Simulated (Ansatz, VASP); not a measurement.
# One calculation of MnO, two programs

Contents of INCAR:

```
SYSTEM = MnO
PREC     = Accurate       ! precision mode
ENCUT    = 520            ! plane-wave cutoff, eV
EDIFF    = 1E-7           ! SCF threshold, eV
ISMEAR   = -1             ! smearing method
SIGMA    = 0.1            ! smearing width, eV
LREAL    = .FALSE.        ! projectors in reciprocal space
LASPH    = .TRUE.         ! aspherical terms in the spheres
NELM     = 150            ! most SCF steps
ALGO     = Normal         ! electronic algorithm
ISIF     = 2              ! what is computed and relaxed
LWAVE    = .FALSE.        ! write WAVECAR
LCHARG   = .FALSE.        ! write CHGCAR
ISPIN    = 2              ! spin polarisation
MAGMOM   = 4 0            ! initial moments
LORBIT   = 11             ! projections on sites
LMAXMIX  = 4              ! l up to which the mixer works
LDAU     = .TRUE.         ! DFT+U
LDAUTYPE = 2            
LDAUL    = 2 -1           ! shell
LDAUU    = 2 0            ! U, eV
LDAUJ    = 0 0          
LDAUPRINT= 1            
GGA      = RP             ! functional
IVDW     = 12             ! dispersion correction
NBANDS   = 20             ! bands
```

Contents of KPOINTS:

```
regular mesh
0
G
  10 10 10
  0 0 0
```

File POSCAR:

```
MnO
1.0
    3.2067643340      0.0000000000      0.0000000000
    1.6033821670      2.7771393771      0.0000000000
    1.6033821670      0.9257131257      2.6183121145
Mn O
1 1
Direct
    0.0000000000      0.0000000000      0.0000000000
    0.5000000000      0.5000000000      0.5000000000
```

input.yaml

```yaml
crystal:
  lattice:
    - [3.206764334, 0.0, 0.0]
    - [1.603382167, 2.7771393771, 0.0]
    - [1.603382167, 0.9257131257, 2.6183121145]
  atoms:
    - { symbol: Mn, position: [0.0, 0.0, 0.0], spin: 4.0 }
    - { symbol: O, position: [0.5, 0.5, 0.5] }
kpoints:
  mp_grid: { grid: [10, 10, 10] }
scf:
  occupations: { method: fermi_dirac, width: 0.1 }
hamiltonian:
  xc: rpbe
  dispersion: d3bj
  pseudopotentials: { kind: all_electron, lapw: { basis_error: 0.001 } }
  hubbard:
    sites: [{ species: Mn, l: d, u_eff: 2 }]
    double_counting: fll
    projectors: ortho-atomic
magnetization:
  spin_polarized: true
output:
  forces: true
  stress: true
  eigenvalues: true
  hubbard: {}
```

Change from the starting cell: volume scaled by 1.06.

Alike in both runs: task single point; functional RPBE; dispersion D3(BJ); k mesh 10 × 10 × 10; occupations fermi-dirac, width 0.1 eV; collinear spin; Hubbard terms Mn d U = 2.0 eV.

|  | VASP | Ansatz |
| --- | --- | --- |
| version | VASP 6.6.1 | Ansatz 0.2.0 |
| potentials or method | VASP PAW PBE potentials, release 64 (Mn_pv, O), cutoff 520 eV | all-electron LAPW, scalar-relativistic |

|  | VASP | Ansatz | Ansatz less VASP |
| --- | --- | --- | --- |
| gap on the k mesh at the Fermi level (eV) | none | none | - |
| pressure (GPa) | -21.7 | -21.1 | +0.57 |
| net moment per atom (μB) | 2.50 | 2.50 | 0.000 |
| size of the moment on the site where the two differ most (μB) | 0.17 | 0.19 | +0.023 |

VASP's potentials were made for PBE, not for RPBE. Site moments also hang on the region over which each program counts them. The programs project onto different local orbitals, so the same U acts differently, and such runs can settle in different states. A gap of «none» marks a metal or a gap that the smearing closes. Ansatz ran all-electron here, and VASP with PAW potentials.

Noted on Ansatz's run: the magnetic state may not be the lowest; U is the effective U less J, on atomic orbitals that reach past the spheres.
